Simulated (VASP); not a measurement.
Runs of VASP 6.6.1 on BaO. The structure is that of space group Fm-3m (No. 225), or close to it. The cells are those of the table. 

| cell | gap on the mesh (eV) | pressure (GPa) |
| --- | --- | --- |
| a = 3.889 Å, angles 60.0°, 2 atoms | 2.17 | 3.0 |
| a = 3.837 Å, angles 60.0°, 2 atoms | (b) | (c) |
| a = 3.810 Å, angles 60.0°, 2 atoms | 1.95 | 9.1 |
| a = 3.915 Å, angles 60.0°, 2 atoms | 2.23 | 1.3 |
| a = 3.940 Å, angles 60.0°, 2 atoms | 2.29 | -0.1 |
| a = 3.863 Å, angles 60.0°, 2 atoms | (d) | 4.8 |
| a = 3.965 Å, angles 60.0°, 2 atoms | (a) | -1.4 |

Alike in all rows: task single point; level PBE+D3(BJ); potentials or basis VASP PAW PBE potentials, release 64 (Ba_sv, O); no spin polarisation; k mesh 5 × 5 × 5; cutoff (eV) 600; smearing gaussian 0.01 eV.

Estimate the missing entries.

(a) 2.34; (b) 2.03; (c) 6.8; (d) 2.10.

Caveats: spin-orbit coupling is left out, which moves the levels of the heavy elements.

A k mesh can miss the band edges, and the runs leave out spin-orbit coupling on Ba.
